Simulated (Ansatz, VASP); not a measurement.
## CdS: VASP beside Ansatz

```
Cd S
1.0
     0.00000    2.91650    2.91650
     2.91650    0.00000    2.91650
     2.91650    2.91650    0.00000
Cd S
1 1
Direct
  0.00000 0.00000 0.00000
  0.75000 0.75000 0.75000
```

Alike in both runs: task relaxation of cell and atoms; functional PBEsol-based screened hybrid with a share of 0.25 of exact exchange and HFSCREEN = 0.207; k mesh 4 × 4 × 4; occupations fermi-dirac, width 0.05 eV; no spin polarisation.

|  | VASP | Ansatz |
| --- | --- | --- |
| version | VASP 6.6.1 | Ansatz 0.2.0 |
| potentials or method | VASP PAW PBE potentials, release 64 (Cd, S) | Ansatz PAW |
| plane-wave cutoff (eV) | 500 | 420 |
| valence electrons in the cell | 18 | 26 |

Ansatz gave:

| Quantity | Value |
| --- | --- |
| gap on the k mesh at the Fermi level, each at its own relaxed structure (eV) | 2.04 |
| relaxed volume (Å³/atom) | 24.65 |
| relaxed length of the cell vector where the two differ most in proportion (Å) | 4.116 |

Task: Estimate VASP's values.

Result: gap on the k mesh at the Fermi level, each at its own relaxed structure (eV): 2.03; relaxed volume (Å³/atom): 24.81; relaxed length of the cell vector where the two differ most in proportion (Å): 4.125.

VASP's potentials were made for PBE, not for PBEsol-based screened hybrid. VASP's potentials hold 18 valence electrons a cell and Ansatz's 26, so a difference there can come from the potentials and not from the codes.

The k mesh is coarse, so the values compare programs but aren't converged. Noted on VASP's run: the relaxation stopped at its first step, so nothing moved. Noted on Ansatz's run: the plane-wave basis is chosen anew once the cell has moved, so the energies of steps on either side of that aren't comparable.
